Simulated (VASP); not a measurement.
Input of a VASP 6.6.1 run:

The input INCAR:

```
SYSTEM = Sc
PREC = Accurate
ENCUT = 600
EDIFF = 1E-7
ISMEAR = 0
SIGMA = 0.05
LREAL = .False.
LASPH = .True.
NELM = 100
ALGO = Normal
ISIF = 3
LWAVE = .False.
LCHARG = .False.
GGA = PE
IBRION = 2
NSW = 80
EDIFFG = -0.01
```

KPOINTS

```
Automatic mesh
0
Gamma
  14 14 14
  0 0 0
```

The input POSCAR:

```
Sc
1.0
    3.0200000000      0.0000000000      0.0000000000
    0.0000000000      3.0200000000      0.0000000000
    0.0000000000      0.0000000000      3.0200000000
Sc
1
Direct
    0.0000000000      0.0000000000      0.0000000000
```

Potentials or basis: VASP PAW PBE potentials, release 64 (Sc_sv).

Command:

```sh
$ cat potpaw_PBE.64/Sc_sv/POTCAR > POTCAR
$ mpirun -np 1 vasp_std > vasp.out
```

Q: What does it give for the relaxed volume?

A: 26.02 Å³/atom.

Q: Estimate the relaxed cell.

A: a = 2.963 Å, b = 2.963 Å, c = 2.963 Å, α = 90.00°, β = 90.00°, γ = 90.00°.

Q: Estimate the band gap on the k mesh.

A: Zero (an odd number of electrons rules out a gap without spin polarisation).

Q: Estimate the space group after relaxing (to 0.1 Å).

A: Pm-3m (No. 221).

Step by step:
```csv
step,energy change (eV),largest force (eV/Å),pressure (GPa),volume (Å³)
1,0.0000,0.0000,-1.82,27.54
2,-0.0089,0.0000,-0.42,26.31
3,-0.0093,0.0000,-0.02,26.02
```
